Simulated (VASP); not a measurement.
A run of VASP 6.6.1 is set up as follows.

POSCAR

```
Hf
1.0
    2.8489113267      0.0000000000      0.0000000000
   -1.4244556634      2.4672295820      0.0000000000
    0.0000000000      0.0000000000      4.5821786119
Hf
2
Direct
    0.3333333333      0.6666666667      0.2500000000
    0.6666666667      0.3333333333      0.7500000000
```

File INCAR.step1:

```
PREC = Accurate
ENCUT = 520
ISMEAR = 0
SIGMA = 0.05
LREAL = F
LASPH = T
NELM = 60
NBANDS = 17
GGA = PE
ALGO = Normal
EDIFF = 1E-4
LWAVE = T
LCHARG = F
```

INCAR.step2

```
PREC = Accurate
ENCUT = 520
EDIFF = 1E-7
ISMEAR = 0
SIGMA = 0.05
LREAL = F
LASPH = T
NELM = 60
ALGO = Normal
ISIF = 2
LWAVE = F
LCHARG = T
METAGGA = R2SCAN
LMIXTAU = T
LELF = T
LVHAR = T
NBANDS = 17
ISTART = 1
```

Contents of KPOINTS:

```
regular mesh
0
Gamma
  18 18 10
```

Potentials or basis: VASP PAW PBE potentials, release 64 (Hf_pv).

Launch:

```sh
$ cat potpaw_PBE.64/Hf_pv/POTCAR > POTCAR
$ cp INCAR.step1 INCAR
$ mpirun -np 1 vasp_std > vasp.out
$ cp INCAR.step2 INCAR
$ mpirun -np 1 vasp_std > vasp.out
```

(1) Predict the band gap on the k mesh.

(2) Predict the pressure.

## Answers

(1) zero (band 10 reaches 8.82 eV, above the bottom of band 11 at 6.98 eV).

(2) 60.7 GPa.

Caveat: the PAW data sets were made with another functional, which shifts forces and pressure a little; spin-orbit coupling is left out, which moves the levels of the heavy elements.
